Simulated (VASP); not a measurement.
Here is a VASP 6.6.1 calculation.

The input INCAR:

```
SYSTEM = LiNbO3
  PREC = Accurate
  ENCUT = 600
  EDIFF = 1E-6
  ISMEAR = 0
  SIGMA = 0.02
  LREAL = .False.
  LASPH = .True.
  NELM = 80
  ALGO = Normal
  ISIF = 3
  LWAVE = .False.
  LCHARG = .False.
  IBRION = 2
  NSW = 100
  EDIFFG = -0.005
```

The input KPOINTS:

```
regular mesh
0
Gamma
  6 6 6
  0 0 0
```

POSCAR

```
LiNbO3
1.0
    2.5689000000      1.4831551065      4.4995666667
   -2.5689000000      1.4831551065      4.4995666667
    0.0000000000     -2.9663102130      4.4995666667
Li Nb O
2 2 6
Direct
    0.2500000000      0.2500000000      0.2500000000
    0.7500000000      0.7500000000      0.7500000000
    0.0000000000      0.0000000000      0.0000000000
    0.5000000000      0.5000000000      0.5000000000
    0.1243500000      0.3756500000      0.7500000000
    0.7500000000      0.1243500000      0.3756500000
    0.3756500000      0.7500000000      0.1243500000
    0.2500000000      0.8756500000      0.6243500000
    0.8756500000      0.6243500000      0.2500000000
    0.6243500000      0.2500000000      0.8756500000
```

Potentials or basis: VASP PAW LDA potentials, release 64 (Li_sv, Nb_sv, O).

Launch:

```bash
$ cat potpaw_LDA.64/Li_sv/POTCAR potpaw_LDA.64/Nb_sv/POTCAR potpaw_LDA.64/O/POTCAR > POTCAR
$ mpirun -np 1 vasp_std > vasp.out
```

Task: Estimate the relaxed cell.

Result: a = 5.398 Å, b = 5.398 Å, c = 5.398 Å, α = 56.64°, β = 56.64°, γ = 56.64°.

Task: Estimate the band gap on the k mesh.

Result: 2.60 eV (least direct gap 2.68 eV).

Task: Estimate the relaxed volume.

Result: 10.26 Å³/atom.

Final structure:
```
Li Nb O
1.0
     2.56093    1.47855    4.51627
    -2.56093    1.47855    4.51627
     0.00000   -2.95710    4.51627
Li Nb O
2 2 6
Direct
  0.25000 0.25000 0.25000
  0.75000 0.75000 0.75000
  0.00000 0.00000 0.00000
  0.50000 0.50000 0.50000
  0.12511 0.37489 0.75000
  0.75000 0.12511 0.37489
  0.37489 0.75000 0.12511
  0.25000 0.87489 0.62511
  0.87489 0.62511 0.25000
  0.62511 0.25000 0.87489
```

Caveat: the cutoff is under 1.25 times the usual one of these potentials, so pressure, stress and relaxed cells hold a basis-set (Pulay) error. A k mesh can miss the band edges.
